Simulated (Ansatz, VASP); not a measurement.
## SiC in VASP and in Ansatz

Contents of INCAR:

```
  PREC = Accurate
  ENCUT = 520
  EDIFF = 1E-6
  ISMEAR = 0
  SIGMA = 0.05
  LREAL = False
  LASPH = True
  NELM = 80
  ALGO = Normal
  ISIF = 2
  LWAVE = False
  LCHARG = True
  GGA = PE
  LELF = True
  LVHAR = True
  NBANDS = 16
```

Contents of KPOINTS:

```
regular mesh
0
Gamma
  12 12 6
```

File POSCAR:

```
SiC
1.0
    3.1490718908      0.0000000000      0.0000000000
   -1.5745359454      2.7271762558      0.0000000000
    0.0000000000      0.0000000000      4.8917682752
Si C
2 2
Direct
    0.3333333333      0.6666666667      0.0045639005
    0.6666666667      0.3333333333      0.5045639005
    0.3333333333      0.6666666667      0.3953555939
    0.6666666667      0.3333333333      0.8953555939
```

Input for Ansatz:

```yaml
crystal:
  lattice:
    - [3.1490718908, 0.0, 0.0]
    - [-1.5745359454, 2.7271762558, 0.0]
    - [0.0, 0.0, 4.8917682752]
  atoms:
    - { symbol: Si, position: [0.3333333333, 0.6666666667, 0.0045639005] }
    - { symbol: Si, position: [0.6666666667, 0.3333333333, 0.5045639005] }
    - { symbol: C, position: [0.3333333333, 0.6666666667, 0.3953555939] }
    - { symbol: C, position: [0.6666666667, 0.3333333333, 0.8953555939] }
basis:
  ecutwfc: 520.0
kpoints:
  mp_grid: { grid: [12, 12, 6] }
hamiltonian:
  xc: pbe
  pseudopotentials: { kind: paw, azcp: { folder: soft_1 } }
scf:
  occupations: { method: gaussian, width: 0.05 }
output:
  forces: true
  stress: true
  eigenvalues: true
```

Alike in both runs: task single point; functional PBE; k mesh 12 × 12 × 6; occupations gaussian, width 0.05 eV; no spin polarisation.

```csv
,VASP,Ansatz
version,VASP 6.6.1,Ansatz 0.2.0
potentials or method,"VASP PAW PBE potentials, release 64 (Si, C), cutoff 520 eV","scalar-relativistic, plane waves, PAW"
valence electrons in the cell,16,16
```

```csv
,VASP,Ansatz,Ansatz less VASP
gap on the k mesh at the Fermi level (eV),1.78,1.79,+0.007
least direct gap on the mesh (eV),3.27,3.26,-0.003
pressure (GPa),-0.5,-0.5,+0.02
"traceless stress, the component that is largest in VASP (GPa)",13.60,13.51,-0.087
rms of the force components (eV/Å),0.397,0.396,-0.0011
```

Atom by atom the forces differ by 0.001 eV/Å (rms over components).
